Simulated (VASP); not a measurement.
# SrLiBr3 (P4/mbm) in VASP: further runs, part 2 of 2

VASP 6.6.1. The steps go on from the part before.

## (3) Single point, PBE

This run uses another cell than the first one, of 28.02 Å³/atom, 1.003 times its volume.

The input, INCAR:

```
PREC     = Accurate       # precision mode
ENCUT    = 520            # plane-wave cutoff, eV
EDIFF    = 1E-6           # SCF threshold, eV
ISMEAR   = 0              # smearing method
SIGMA    = 0.1            # smearing width, eV
LREAL    = F              # projectors in reciprocal space
LASPH    = T              # aspherical terms in the spheres
NELM     = 100            # most SCF steps
ALGO     = Normal         # electronic algorithm
ISIF     = 2              # what is computed and relaxed
LWAVE    = F              # write WAVECAR
LCHARG   = F              # write CHGCAR
GGA      = PE             # functional
NBANDS   = 45             # bands
```

The input, KPOINTS:

```
Automatic mesh
0
Gamma
  4 4 4
```

The input, POSCAR:

```
SrLiBr3
1.0
    7.3450386100      0.0000000000      0.0000000000
    0.0000000000      7.3450386100      0.0000000000
    0.0000000000      0.0000000000      5.1937266100
Li Sr Br
2 2 6
Direct
    0.5000000000      0.5000000000      0.0000000000
    0.0000000000      0.0000000000      0.0000000000
    0.0000000000      0.5000000000      0.5000000000
    0.5000000000      0.0000000000      0.5000000000
    0.7767840800      0.2767840800      0.0000000000
    0.7232159200      0.7767840800      0.0000000000
    0.5000000000      0.5000000000      0.5000000000
    0.2232159200      0.7232159200      0.0000000000
    0.2767840800      0.2232159200      0.0000000000
    0.0000000000      0.0000000000      0.5000000000
```

Potentials or basis: VASP PAW PBE potentials, release 64 (Li_sv, Sr_sv, Br).

The run is started by

```bash
> cat potpaw_PBE.64/Li_sv/POTCAR potpaw_PBE.64/Sr_sv/POTCAR potpaw_PBE.64/Br/POTCAR > POTCAR
> mpirun -np 1 vasp_std > vasp.out
```

OUTCAR:

```text
PREC = Accurate
   ENCUT = 520
   EDIFF = 1E-6
   ISMEAR = 0
   LREAL = F
   LASPH = T
   NELM = 100
   ISIF = 2
   GGA = PE

 ion  position               nearest neighbor table
   1  0.500  0.500  0.000-   7 2.60   7 2.60   5 2.61   8 2.61   9 2.61   6 2.61
   2  0.000  0.000  0.000-  10 2.60  10 2.60   8 2.61   9 2.61   5 2.61   6 2.61
   3  0.000  0.500  0.500-   5 3.48   8 3.48   5 3.48   8 3.48   7 3.67  10 3.67  10 3.67   7 3.67
                             6 3.87   9 3.87   9 3.87   6 3.87
   4  0.500  0.000  0.500-   6 3.48   9 3.48   6 3.48   9 3.48   7 3.67  10 3.67   7 3.67  10 3.67
                             8 3.87   8 3.87   5 3.87   5 3.87
[... 1082 lines left out ...]
  external PRESSURE =      -9.3760107 kB  Pullay stress =       0.0000000 kB

 VOLUME and BASIS-vectors are now :
 -----------------------------------------------------------------------------
  energy-cutoff  :      520.00
  volume of cell :      280.20
      direct lattice vectors                 reciprocal lattice vectors
     7.345038610  0.000000000  0.000000000     0.136146323  0.000000000  0.000000000
     0.000000000  7.345038610  0.000000000     0.000000000  0.136146323  0.000000000
     0.000000000  0.000000000  5.193726610     0.000000000  0.000000000  0.192539977

 POSITION                                       TOTAL-FORCE (eV/Angst)
 -----------------------------------------------------------------------------------
      3.67252      3.67252      0.00000         0.000000      0.000000      0.000000
      0.00000      0.00000      0.00000         0.000000      0.000000      0.000000
      0.00000      3.67252      2.59686         0.000000      0.000000      0.000000
      3.67252      0.00000      2.59686         0.000000      0.000000      0.000000
      5.70551      2.03299      0.00000         0.285770      0.285770      0.000000
      5.31205      5.70551      0.00000        -0.285770      0.285770     -0.000000
      3.67252      3.67252      2.59686         0.000000      0.000000      0.000000
      1.63953      5.31205      0.00000        -0.285770     -0.285770      0.000000
      2.03299      1.63953      0.00000         0.285770     -0.285770      0.000000
      0.00000      0.00000      2.59686         0.000000      0.000000      0.000000
 -----------------------------------------------------------------------------------
    total drift:                                0.000000      0.000000     -0.000000

  FREE ENERGIE OF THE ION-ELECTRON SYSTEM (eV)
  ---------------------------------------------------
  free  energy   TOTEN  =       -34.2261501728 eV

  energy  without entropy=      -34.2261501728  energy(sigma->0) =      -34.22615017
```

stdout:

```text
POSCAR found type information on POSCAR LiSrBr
 POSCAR found :  3 types and      10 ions
 scaLAPACK will be used
 LDA part: xc-table for (Slater+PW92), standard interpolation
 POSCAR, INCAR and KPOINTS ok, starting setup
 FFT: planning ... GRIDC
 FFT: planning ... GRID_SOFT
 FFT: planning ... GRID
 WAVECAR not read
 entering main loop
```

It took 3.7 min on 1 thread of Intel Xeon 6975P-C, shared host; peak memory 0.47 GiB.

Results:

```
Free energy            : -34.2262 eV
Largest force          : 0.404 eV/Å
Band gap on the k mesh : 2.90 eV, indirect (least direct gap 3.07 eV)
```

Forces on the atoms (eV/Å):
```
Li   0.000  0.000  0.000
Li   0.000  0.000  0.000
Sr   0.000  0.000  0.000
Sr   0.000  0.000  0.000
Br   0.286  0.286  0.000
Br  -0.286  0.286  0.000
Br   0.000  0.000  0.000
Br  -0.286 -0.286  0.000
Br   0.286 -0.286  0.000
Br   0.000  0.000  0.000
```

Levels at points of the mesh, in eV from the valence-band top:
```
           k point  band 30  band 31  band 32  band 33  band 34  band 35  band 36  band 37  band 38  band 39
(0.00, 0.00, 0.00)    -0.27    -0.22    -0.21    -0.17    -0.17     2.90     3.77     3.99     4.61     4.61
(0.50, 0.00, 0.00)    -0.73    -0.64    -0.64    -0.21    -0.21     4.22     4.22     4.64     4.64     4.85
(0.50, 0.50, 0.00)    -1.10    -0.53    -0.53    -0.47    -0.47     4.65     4.65     4.86     4.86     5.24
(0.00, 0.00, 0.50)    -0.19    -0.14    -0.10     0.00     0.00     3.65     4.52     4.57     4.60     4.60
(0.50, 0.00, 0.50)    -0.50    -0.38    -0.38    -0.30    -0.30     4.54     4.54     4.98     4.98     5.14
(0.50, 0.50, 0.50)    -1.36    -0.17    -0.17    -0.09    -0.09     4.89     4.89     5.03     5.03     5.92
```

Caveat: the cutoff is under 1.25 times the usual one of these potentials, so pressure, stress and relaxed cells hold a basis-set (Pulay) error.
